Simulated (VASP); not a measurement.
# CoPdO2 (R-3m) in VASP: further runs

Aim: see how the results for CoPdO2 move with the level of theory and the settings. Levels: PBE+D3(BJ)+U, RPBE+D4+U. Tasks: single point.

Everything below comes from runs of VASP 6.6.1. Logs are shortened: lines on timing, memory, paths and dates and some standing lists are left out, and cuts for length are marked.

## (1) The cell of the first run

It takes space group R-3m (No. 166, trigonal). The conventional cell has a = 2.847 Å, b = 2.847 Å, c = 17.787 Å, α = 90.00°, β = 90.00°, γ = 120.00°. Co (site symmetry -3m) has 6 O at 1.91 Å within 2.5 Å. Within 2.6 Å of Pd (site symmetry -3m) lie 2 O at 1.99 Å. O (site symmetry 3m) has 3 Co at 1.91 Å and 1 Pd at 1.99 Å within 2.5 Å.

## (2) Single point, PBE+D3(BJ)+U, collinear spin, zero start

Contents of INCAR:

```
SYSTEM = CoPdO2
PREC = Accurate
ENCUT = 520
EDIFF = 1E-7
ISMEAR = 0
SIGMA = 0.05
LREAL = .False.
LASPH = .True.
NELM = 150
ALGO = Normal
ISIF = 2
LWAVE = .False.
LCHARG = .False.
ISPIN = 2
MAGMOM = 0 0 0 0
LORBIT = 11
LMAXMIX = 4
LDAU = .True.
LDAUTYPE = 2
LDAUL = 2 -1 -1
LDAUU = 3.3 0 0
LDAUJ = 0 0 0
LDAUPRINT = 1
GGA = PE
IVDW = 12
NBANDS = 28
```

Contents of KPOINTS:

```
Automatic mesh
0
Gamma
  10 10 10
  0 0 0
```

Contents of POSCAR:

```
CoPdO2
1.0
    1.4232671507      0.8217236727      5.9290405382
   -1.4232671507      0.8217236727      5.9290405382
    0.0000000000     -1.6434473450      5.9290405383
Co Pd O
1 1 2
Direct
    0.5000000000      0.5000000000      0.5000000000
    0.0000000000      0.0000000000      0.0000000000
    0.1121111742      0.1121111742      0.1121111742
    0.8878888258      0.8878888258      0.8878888258
```

Potentials or basis: VASP PAW PBE potentials, release 64 (Co, Pd, O).

Launch:

```console
$ cat potpaw_PBE.64/Co/POTCAR potpaw_PBE.64/Pd/POTCAR potpaw_PBE.64/O/POTCAR > POTCAR
$ mpirun -np 1 vasp_std > vasp.out
```

OUTCAR:

```text
SYSTEM = CoPdO2
   PREC = Accurate
   ENCUT = 520
   EDIFF = 1E-7
   ISMEAR = 0
   LREAL = .False.
   LASPH = .True.
   NELM = 150
   ISIF = 2
   ISPIN = 2
   LORBIT = 11
   GGA = PE
   IVDW = 12
 IVDW          = 12

 ion  position               nearest neighbor table
   1  0.500  0.500  0.500-   3 1.91   4 1.91   3 1.91   3 1.91   4 1.91   4 1.91
   2  0.000  0.000  0.000-   3 1.99   4 1.99
   3  0.112  0.112  0.112-   1 1.91   1 1.91   1 1.91   2 1.99
   4  0.888  0.888  0.888-   1 1.91   1 1.91   1 1.91   2 1.99

  LATTYP: Found a trigonal (rhomboedric) cell.
 ALAT       =     6.1525962715
 COS(alpha) =     0.8929748090

  Lattice vectors:

 A1 = (   1.4232671507,   0.8217236727,   5.9290405382)
 A2 = (  -1.4232671507,   0.8217236727,   5.9290405382)
 A3 = (   0.0000000000,  -1.6434473450,   5.9290405383)

Analysis of symmetry for initial positions (statically):
=====================================================================
 Subroutine PRICEL returns:
 Original cell was already a primitive cell.

 Routine SETGRP: Setting up the symmetry group for a
 trigonal (rhombohedral) supercell.

 Subroutine GETGRP returns: Found 12 space group operations
 (whereof 12 operations were pure point group operations)
 out of a pool of 12 trial point group operations.

The static configuration has the point symmetry D_3d.

Analysis of symmetry for dynamics (positions and initial velocities):
=====================================================================
 Subroutine PRICEL returns:
 Original cell was already a primitive cell.

 Routine SETGRP: Setting up the symmetry group for a
 trigonal (rhombohedral) supercell.

 Subroutine GETGRP returns: Found 12 space group operations
 (whereof 12 operations were pure point group operations)
 out of a pool of 12 trial point group operations.

The dynamic configuration has the point symmetry D_3d.

Analysis of structural, dynamic, and magnetic symmetry:
=====================================================================
 Subroutine PRICEL returns:
 Original cell was already a primitive cell.

 Routine SETGRP: Setting up the symmetry group for a
 trigonal (rhombohedral) supercell.

 Subroutine GETGRP returns: Found 12 space group operations
 (whereof 12 operations were pure point group operations)
 out of a pool of 12 trial point group operations.

The overall configuration has the point symmetry D_3d.

 Subroutine INISYM returns: Found 12 space group operations
 (whereof 12 operations are pure point group operations),
 and found     1 'primitive' translations

----------------------------------------------------------------------------------------

                                     Primitive cell

  volume of cell :      41.6052

  direct lattice vectors                    reciprocal lattice vectors
     1.423267151  0.821723673  5.929040538     0.351304391  0.202825685  0.056220451
    -1.423267151  0.821723673  5.929040538    -0.351304391  0.202825685  0.056220451
     0.000000000 -1.643447345  5.929040538     0.000000000 -0.405651370  0.056220451

  length of vectors
     6.152596272  6.152596272  6.152596272     0.409528720  0.409528720  0.409528720

  position of ions in fractional coordinates (direct lattice)
     0.500000000  0.500000000  0.500000000
     0.000000000  0.000000000  0.000000000
     0.112111174  0.112111174  0.112111174
     0.887888826  0.887888826  0.887888826

  ion indices of the primitive-cell ions
   primitive index   ion index
                 1           1
                 2           2
                 3           3
                 4           4

----------------------------------------------------------------------------------------

 KPOINTS: Automatic mesh

[... 80 lines left out ...]
   EMIN   =  10.00;   EMAX   =-10.00  energy-range for DOS
   EFERMI =   0.00;   METHOD = LEGACY
   ISMEAR =     0;   SIGMA  =   0.05  broadening in eV -4-tet -1-fermi 0-gaus
   EFERMI_NEDOS =   21; number of points for ismear=-14 and -15
   IALGO  =     38    algorithm
   IMIX   =      4    mixing-type and parameters
     AMIX     =   0.40;   BMIX     =  1.00
     AMIX_MAG =   1.60;   BMIX_MAG =  1.00
  volume/ion in A,a.u.               =      10.40        70.19
  Fermi-wavevector in a.u.,A,eV,Ry     =   1.484156  2.804647 29.969795  2.202718
  Thomas-Fermi vector in A             =   2.597728
   LORBIT       =     11    0 simple, 1 ext, 2 COOP (PROOUT), +10 PAW based schemes
 LDA+U is selected, type is set to LDAUTYPE =  2
   angular momentum for each species LDAUL =     2   -1   -1
   U (eV)           for each species LDAUU =   3.3  0.0  0.0
   J (eV)           for each species LDAUJ =   0.0  0.0  0.0
   GGA     = PE    functional components
   LHFCALC =     F    Hartree Fock is set to
   AEXX    =    0.0000 exact exchange contribution
   IVDW    =    12    specifies the selected vdW correction
   LEPSILON=     F    determine dielectric tensor
   LRPA    =     F    only Hartree local field effects (RPA)
 spin polarized calculation
 Gauss-broadening in eV      SIGMA  =   0.05
  energy-cutoff  :      520.00
  volume of cell :       41.61
 maximum number of plane-waves:      1140
 NGX is ok and might be reduce to    48
   NGX = 23   NGY = 23   NGZ = 23

 number of electron      31.0000000 magnetization       0.0000012

atom =   1  type =  1  l = 2

 onsite density matrix

spin component  1

  0.7758 -0.0000 -0.0000  0.2672 -0.0000
 -0.0000  0.5858  0.0000  0.0000  0.2672
 -0.0000  0.0000  0.9672  0.0000 -0.0000
  0.2672  0.0000  0.0000  0.5858  0.0000
 -0.0000  0.2672 -0.0000  0.0000  0.7758

spin component  2

  0.7758  0.0000  0.0000  0.2672 -0.0000
  0.0000  0.5858  0.0000  0.0000  0.2672
  0.0000  0.0000  0.9672  0.0000 -0.0000
  0.2672  0.0000  0.0000  0.5858  0.0000
 -0.0000  0.2672 -0.0000  0.0000  0.7758

 occupancies and eigenvectors

  o =  0.3972  v =  0.0000  0.0000  0.0000  0.0000  0.0000  0.0000 -0.8170  0.0000  0.0000  0.5766      0.0000  0.0000  0.0000  0.0000  0.0000  0.0000  0.0000  0.0000  0.0000  0.0000
  o =  0.3972  v =  0.0000  0.0000  0.0000  0.0000  0.0000 -0.5766  0.0000  0.0000  0.8170 -0.0000      0.0000  0.0000  0.0000  0.0000  0.0000  0.0000  0.0000  0.0000  0.0000  0.0000
  o =  0.3972  v =  0.0000 -0.8170  0.0000  0.0000  0.5766  0.0000  0.0000  0.0000  0.0000  0.0000      0.0000  0.0000  0.0000  0.0000  0.0000  0.0000  0.0000  0.0000  0.0000  0.0000
  o =  0.3972  v =  0.5766  0.0000  0.0000 -0.8170  0.0000  0.0000  0.0000  0.0000  0.0000  0.0000      0.0000  0.0000  0.0000  0.0000  0.0000  0.0000  0.0000  0.0000  0.0000  0.0000
  o =  0.9643  v = -0.8170  0.0000  0.0000 -0.5766  0.0000  0.0000  0.0000  0.0000  0.0000  0.0000      0.0000  0.0000  0.0000  0.0000  0.0000  0.0000  0.0000  0.0000  0.0000  0.0000
  o =  0.9643  v =  0.0000 -0.5766 -0.0000 -0.0000 -0.8170  0.0000  0.0000  0.0000  0.0000  0.0000      0.0000  0.0000  0.0000  0.0000  0.0000  0.0000  0.0000  0.0000  0.0000  0.0000
  o =  0.9643  v =  0.0000  0.0000  0.0000  0.0000  0.0000 -0.8170  0.0000 -0.0000 -0.5766  0.0000      0.0000  0.0000  0.0000  0.0000  0.0000  0.0000  0.0000  0.0000  0.0000  0.0000
  o =  0.9643  v =  0.0000  0.0000  0.0000  0.0000  0.0000  0.0000  0.5766  0.0000  0.0000  0.8170      0.0000  0.0000  0.0000  0.0000  0.0000  0.0000  0.0000  0.0000  0.0000  0.0000
  o =  0.9672  v =  0.0000  0.0000  0.0000  0.0000  0.0000  0.0000  0.0000 -1.0000 -0.0000  0.0000      0.0000  0.0000  0.0000  0.0000  0.0000  0.0000  0.0000  0.0000  0.0000  0.0000
  o =  0.9672  v =  0.0000  0.0000 -1.0000 -0.0000  0.0000  0.0000  0.0000  0.0000  0.0000  0.0000      0.0000  0.0000  0.0000  0.0000  0.0000  0.0000  0.0000  0.0000  0.0000  0.0000

 number of electron      31.0000000 magnetization      -0.0000002

 Free energy of the ion-electron system (eV)
  ---------------------------------------------------
  ext. energy  EPLUGINS =         0.00000000
  ---------------------------------------------------
  free energy    TOTEN  =       -23.50468595 eV

  energy without entropy =      -23.50146031  energy(sigma->0) =      -23.50307313

 E-fermi :   7.5826     XC(G=0): -12.3989

 val. band max:        7.5748933248   @ k =  -0.2000   0.2000   0.2000
 cond. band min:       7.5837324814   @ k =  -0.3000   0.1000   0.1000
 fundamental gap:      0.0088391566
 Fermi energy:         7.5825844953

 spin component 1

 k-point     1 :       0.0000    0.0000    0.0000
  band No.  band energies     occupation
      1     -13.0865      1.00000
      2     -11.2426      1.00000
      3      -0.9545      1.00000
      4       1.7547      1.00000
      5       1.7547      1.00000
      6       2.5512      1.00000
[... 1433 lines left out ...]
     26      23.9670      0.00000
     27      25.6677      0.00000

 [... further k-points ...]

 [bands above 27 left out]

------------------------ aborting loop because EDIFF is reached ----------------------------------------

 Edisp (eV)   -1.14229

 E8    (eV) :    -0.4489

  FORCE on cell =-STRESS in cart. coord.  units (eV):
  Direction    XX          YY          ZZ          XY          YZ          ZX
  --------------------------------------------------------------------------------------
  -------------------------------------------------------------------------------------
  Total      -0.65533    -0.65533    -0.42057     0.00000     0.00000     0.00000
  in kB     -25.23602   -25.23602   -16.19581     0.00000     0.00000     0.00000
  external pressure =      -22.22 kB  Pullay stress =        0.00 kB

 VOLUME and BASIS-vectors are now :
 -----------------------------------------------------------------------------
  energy-cutoff  :      520.00
  volume of cell :       41.61
      direct lattice vectors                 reciprocal lattice vectors
     1.423267151  0.821723673  5.929040538     0.351304391  0.202825685  0.056220451
    -1.423267151  0.821723673  5.929040538    -0.351304391  0.202825685  0.056220451
     0.000000000 -1.643447345  5.929040538     0.000000000 -0.405651370  0.056220451

 POSITION                                       TOTAL-FORCE (eV/Angst)
 -----------------------------------------------------------------------------------
      0.00000      0.00000      8.89356         0.000000     -0.000000     -0.000000
      0.00000      0.00000      0.00000         0.000000     -0.000000     -0.000000
      0.00000      0.00000      1.99414         0.000000      0.000000      0.083584
      0.00000      0.00000     15.79299         0.000000     -0.000000     -0.083584
 -----------------------------------------------------------------------------------
    total drift:                               -0.000000      0.000000     -0.000000

  FREE ENERGIE OF THE ION-ELECTRON SYSTEM (eV)
  ---------------------------------------------------
  free  energy   TOTEN  =       -24.6469774754 eV

  energy  without entropy=      -24.6437518334  energy(sigma->0) =      -24.64536465

 total charge

# of ion       s       p       d       tot
------------------------------------------
    1        0.425   0.652   7.345   8.422
    2        0.476   0.468   8.444   9.388
    3        1.557   3.452   0.000   5.009
    4        1.557   3.452   0.000   5.009
--------------------------------------------------
tot          4.015   8.025  15.789  27.828

 magnetization (x)

# of ion       s       p       d       tot
------------------------------------------
    1       -0.000  -0.000   0.000   0.000
    2        0.000   0.000  -0.000   0.000
    3       -0.000  -0.000   0.000  -0.000
    4       -0.000  -0.000   0.000  -0.000
--------------------------------------------------
tot          0.000  -0.000  -0.000  -0.000
```

Wall time 18 min (1 thread of Oxide Virtual Turin-like, shared host); peak memory 0.53 GiB.

Results:

| Quantity | Value |
| --- | --- |
| Free energy | -24.6470 eV |
| Pressure | -2.2 GPa |
| Largest force | 0.084 eV/Å |
| Net moment | 0.00 μB per cell |
| Valence electrons inside the program's atomic spheres | Co 8.42; Pd 9.39; O 5.01 |
| Dispersion energy per atom | -0.286 eV |

Forces in eV/Å, atoms in the order of the input:
```
Co   0.000  0.000  0.000
Pd   0.000  0.000  0.000
O    0.000  0.000  0.084
O    0.000  0.000 -0.084
```

Stress tensor (GPa, compression positive):
```
-2.52  0.00  0.00
 0.00 -2.52  0.00
 0.00  0.00 -1.62
```

Eigenvalues of the final occupation matrices:
```
    site  spin  trace               eigenvalues
site 1 d     1   3.69  0.40 0.40 0.96 0.96 0.97
site 1 d     2   3.69  0.40 0.40 0.96 0.96 0.97
```

Caveat: three body term missing; pairwise dispersion overbinds metals, which lowers pressure and volume.

## (3) Single point, PBE+D3(BJ)+U, collinear spin, zero start

Contents of INCAR:

```
SYSTEM = CoPdO2
ALGO = Normal ; EDIFF = 1E-6
ENCUT = 520 ; GGA = PE
ISIF = 2 ; ISMEAR = 0
ISPIN = 2 ; IVDW = 12
LASPH = .True. ; LCHARG = .False.
LDAU = .True. ; LDAUJ = 0 0 0
LDAUL = 2 -1 -1 ; LDAUPRINT = 1
LDAUTYPE = 2 ; LDAUU = 3.3 0 0
LMAXMIX = 4 ; LORBIT = 11
LREAL = .False. ; LWAVE = .False.
MAGMOM = 0 0 0 0 ; NBANDS = 28
NELM = 150 ; PREC = Accurate
SIGMA = 0.05
```

Contents of KPOINTS:

```
k-points
0
Gamma
  10 10 10
  0 0 0
```

Contents of POSCAR:

```
CoPdO2
1.0
    1.4232671507      0.8217236726      5.9290405382
   -1.4232671507      0.8217236726      5.9290405382
    0.0000000000     -1.6434473451      5.9290405383
Co Pd O
1 1 2
Direct
    0.5000000000      0.5000000000      0.5000000000
    0.0000000000      0.0000000000      0.0000000000
    0.1121111742      0.1121111742      0.1121111742
    0.8878888258      0.8878888258      0.8878888258
```

Potentials or basis: VASP PAW PBE potentials, release 64 (Co, Pd, O).

Launch:

```console
$ cat potpaw_PBE.64/Co/POTCAR potpaw_PBE.64/Pd/POTCAR potpaw_PBE.64/O/POTCAR > POTCAR
$ mpirun -np 1 vasp_std > vasp.out
```

Wall time 18 min (1 thread of Oxide Virtual Turin-like, shared host); peak memory 0.53 GiB.

Results (log left out):

```
Free energy                                           : -24.6470 eV
Pressure                                              : -2.2 GPa
Largest force                                         : 0.083 eV/Å
Net moment                                            : 0.00 μB per cell
Valence electrons inside the program's atomic spheres : Co 8.42; Pd 9.39; O 5.01
Dispersion energy per atom                            : -0.286 eV
```

Forces on the atoms (eV/Å):
```
Co   0.000  0.000  0.000
Pd   0.000  0.000  0.000
O    0.000  0.000  0.083
O    0.000  0.000 -0.083
```

Stress tensor (GPa, compression positive):
```
-2.52  0.00  0.00
 0.00 -2.52  0.00
 0.00  0.00 -1.62
```

Levels at points of the mesh, in eV from the Fermi level:
Spin up:
```csv
k point,band 13,band 14,band 15,band 16,band 17,band 18,band 19,band 20
"(0.00, 0.00, 0.00)",-2.47,-2.07,-1.47,-1.47,2.35,2.35,3.06,6.60
"(0.50, 0.00, 0.00)",-1.88,-1.26,-0.35,0.88,1.66,2.01,3.57,8.42
"(0.50, 0.50, 0.00)",-1.72,-1.71,-0.35,0.35,2.26,2.31,3.61,9.16
"(0.50, 0.50, 0.50)",-2.51,-1.54,-0.67,-0.67,2.08,2.08,4.32,5.44
```
Spin down:
```csv
k point,band 12,band 13,band 14,band 15,band 16,band 17,band 18,band 19,band 20,band 21
"(0.00, 0.00, 0.00)",-2.47,-2.47,-2.07,-1.47,-1.47,2.35,2.35,3.06,6.60,9.50
"(0.50, 0.00, 0.00)",-2.09,-1.88,-1.26,-0.35,0.88,1.66,2.01,3.57,8.42,10.78
"(0.50, 0.50, 0.00)",-2.25,-1.72,-1.71,-0.35,0.35,2.26,2.31,3.61,9.16,9.92
"(0.50, 0.50, 0.50)",-2.51,-2.51,-1.54,-0.67,-0.67,2.08,2.08,4.32,5.44,9.54
```

Eigenvalues of the final occupation matrices:
```
    site  spin  trace               eigenvalues
site 1 d     1   3.69  0.40 0.40 0.96 0.96 0.97
site 1 d     2   3.69  0.40 0.40 0.96 0.96 0.97
```

Caveat: three body term missing; pairwise dispersion overbinds metals, which lowers pressure and volume.

## (4) Single point, RPBE+D4+U, collinear spin, zero start (volume scaled by 0.98)

Contents of INCAR:

```
SYSTEM = CoPdO2
PREC = Accurate ; ENCUT = 520
EDIFF = 1E-6 ; ISMEAR = 0
SIGMA = 0.05 ; LREAL = .FALSE.
LASPH = .TRUE. ; NELM = 150
ALGO = Normal ; ISIF = 2
LWAVE = .FALSE. ; LCHARG = .FALSE.
ISPIN = 2 ; MAGMOM = 0 0 0 0
LORBIT = 11 ; LMAXMIX = 4
LDAU = .TRUE. ; LDAUTYPE = 2
LDAUL = 2 -1 -1 ; LDAUU = 3.3 0 0
LDAUJ = 0 0 0 ; LDAUPRINT = 1
GGA = RP ; IVDW = 13
NBANDS = 28
```

Contents of KPOINTS:

```
regular mesh
0
G
  10 10 10
  0 0 0
```

Contents of POSCAR:

```
CoPdO2
1.0
    1.4073616040      0.8125406009      5.9181721050
   -1.4073616040      0.8125406009      5.9181721050
    0.0000000000     -1.6250812018      5.9181721050
Co Pd O
1 1 2
Direct
    0.5000000000      0.5000000000      0.5000000000
    0.0000000000      0.0000000000      0.0000000000
    0.1115696140      0.1115696140      0.1115696140
    0.8884303860      0.8884303860      0.8884303860
```

Launch:

```console
$ cat potpaw_PBE.64/Co/POTCAR potpaw_PBE.64/Pd/POTCAR potpaw_PBE.64/O/POTCAR > POTCAR
$ mpirun -np 1 vasp_std > vasp.out
```

Run time: 23 min. Hardware: 1 thread of Oxide Virtual Turin-like, shared host; peak memory 0.52 GiB.

Results (log left out):

```
Free energy                                           : -24.1073 eV
Pressure                                              : 2.7 GPa
Largest force                                         : 0.125 eV/Å
Net moment                                            : 0.00 μB per cell
Valence electrons inside the program's atomic spheres : Co 8.48; Pd 9.45; O 5.04
Dispersion energy per atom                            : -0.669 eV
```

Forces on the atoms (eV/Å):
```
Co   0.000  0.000  0.000
Pd   0.000  0.000  0.000
O    0.000  0.000  0.125
O    0.000  0.000 -0.125
```

Stress tensor (GPa, compression positive):
```
2.11 0.00 0.00
0.00 2.11 0.00
0.00 0.00 3.77
```

Levels at points of the mesh, in eV from the Fermi level:
Spin up:
| k point | band 13 | band 14 | band 15 | band 16 | band 17 | band 18 | band 19 | band 20 |
| --- | --- | --- | --- | --- | --- | --- | --- | --- |
| (0.00, 0.00, 0.00) | -2.59 | -2.19 | -1.52 | -1.52 | 2.38 | 2.38 | 3.19 | 6.75 |
| (0.50, 0.00, 0.00) | -1.90 | -1.30 | -0.35 | 0.92 | 1.75 | 2.04 | 3.62 | 8.68 |
| (0.50, 0.50, 0.00) | -1.78 | -1.72 | -0.35 | 0.38 | 2.34 | 2.37 | 3.65 | 9.47 |
| (0.50, 0.50, 0.50) | -2.63 | -1.63 | -0.70 | -0.70 | 2.09 | 2.09 | 4.44 | 5.60 |
Spin down:
| k point | band 12 | band 13 | band 14 | band 15 | band 16 | band 17 | band 18 | band 19 | band 20 | band 21 |
| --- | --- | --- | --- | --- | --- | --- | --- | --- | --- | --- |
| (0.00, 0.00, 0.00) | -2.59 | -2.59 | -2.19 | -1.52 | -1.52 | 2.38 | 2.38 | 3.19 | 6.75 | 9.74 |
| (0.50, 0.00, 0.00) | -2.21 | -1.90 | -1.30 | -0.35 | 0.92 | 1.75 | 2.04 | 3.62 | 8.68 | 11.01 |
| (0.50, 0.50, 0.00) | -2.29 | -1.78 | -1.72 | -0.35 | 0.38 | 2.34 | 2.37 | 3.65 | 9.47 | 10.08 |
| (0.50, 0.50, 0.50) | -2.63 | -2.63 | -1.63 | -0.70 | -0.70 | 2.09 | 2.09 | 4.44 | 5.60 | 9.77 |

Eigenvalues of the final occupation matrices:
```csv
site,spin,trace,eigenvalues
site 1 d,1,3.70,0.40 0.40 0.97 0.97 0.97
site 1 d,2,3.70,0.40 0.40 0.97 0.97 0.97
```

Caveat: the PAW data sets were made with another functional, which shifts forces and pressure a little; pairwise dispersion overbinds metals, which lowers pressure and volume.

[end of part 1 of 2]
